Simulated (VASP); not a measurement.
Wanted: the native input for a VASP 6.6.1 run.

```
Task                   : single point
Functional             : PBEsol
Potentials or basis    : VASP PAW PBE potentials, release 64 (N, B)
Cutoff                 : 520 eV
k mesh                 : 12 × 12 × 6
Occupations            : gaussian, width 0.02 eV
Spin                   : no spin polarisation
Dipole correction      : no
Further INCAR settings : ALGO = Normal; EDIFF = 1e-06; NBANDS = 16
```

The structure of BN lies in POSCAR:

```
BN
1.0
    2.5539396017      0.0000000000      0.0000000000
   -1.2769698009      2.2117765748      0.0000000000
    0.0000000000      0.0000000000      4.2268550000
N B
2 2
Direct
    0.3333333333      0.6666666667      0.1252760000
    0.6666666667      0.3333333333      0.6252760000
    0.3333333333      0.6666666667      0.4997240000
    0.6666666667      0.3333333333      0.9997240000
```

One way to write it, as run:

INCAR

```
SYSTEM = BN
PREC     = Accurate       ! precision mode
ENCUT    = 520            ! plane-wave cutoff, eV
EDIFF    = 1E-6           ! SCF threshold, eV
ISMEAR   = 0              ! smearing method
SIGMA    = 0.02           ! smearing width, eV
LREAL    = .False.        ! projectors in reciprocal space
LASPH    = .True.         ! aspherical terms in the spheres
NELM     = 100            ! most SCF steps
ALGO     = Normal         ! electronic algorithm
ISIF     = 2              ! what is computed and relaxed
LWAVE    = .False.        ! write WAVECAR
LCHARG   = .True.         ! write CHGCAR
GGA      = PS             ! functional
LELF     = .True.         ! ELF
LVHAR    = .True.       
NBANDS   = 16             ! bands
```

KPOINTS

```
regular mesh
0
Gamma
  12 12 6
  0 0 0
```

Potentials or basis: VASP PAW PBE potentials, release 64 (N, B).

Run with:

```console
$ cat potpaw_PBE.64/N/POTCAR potpaw_PBE.64/B/POTCAR > POTCAR
$ mpirun -np 1 vasp_std > vasp.out
```

It gave:

```json
{
  "Pressure": "-5.4 GPa",
  "Largest force": "0.010 eV/Å",
  "Band gap on the k mesh": "4.97 eV, indirect (least direct gap 8.15 eV)"
}
```

Caveat: the PAW data sets were made with another functional, which shifts forces and pressure a little.

It took 14 s on 1 thread of Intel(R) Xeon(R) Platinum 8488C (Sapphire Rapids), on a shared host, peak memory 0.14 GiB.
